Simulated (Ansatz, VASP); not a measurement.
# Two plane-wave programs on B5P

```
CELL_PARAMETERS angstrom
4.33509 0.00000 0.00000
-2.16754 3.75429 0.00000
0.00000 0.00000 2.84004
ATOMIC_POSITIONS crystal
B 0.50000 0.00000 0.50000
B 0.50000 0.50000 0.50000
B 0.00000 0.50000 0.50000
B 0.33333 0.66667 0.00000
B 0.66667 0.33333 0.00000
P 0.00000 0.00000 0.00000
```

Change from the starting cell: species swapped into the LuNi5 type (P6/mmm, No. 191).

Alike in both runs: functional PBE; k mesh 4 × 4 × 4; occupations gaussian, width 0.2 eV; no spin polarisation.

Ansatz relaxed the structure, and its values are those at the end. VASP's run is a single point on that final structure, the one shown.

|  | VASP | Ansatz |
| --- | --- | --- |
| version | VASP 6.6.1 | Ansatz 0.2.0 |
| potentials or method | VASP PAW PBE potentials, release 64 (B, P), cutoff 500 eV | scalar-relativistic, plane waves, PAW |
| valence electrons in the cell | 20 | 20 |

```csv
,VASP,Ansatz,Ansatz less VASP
gap on the k mesh at the Fermi level (eV),none,none,-
pressure (GPa),-0.3,-0.2,+0.07
```

A gap of «none» marks a metal or a gap that the smearing closes.

The k mesh is coarse, so the values compare programs but aren't converged.
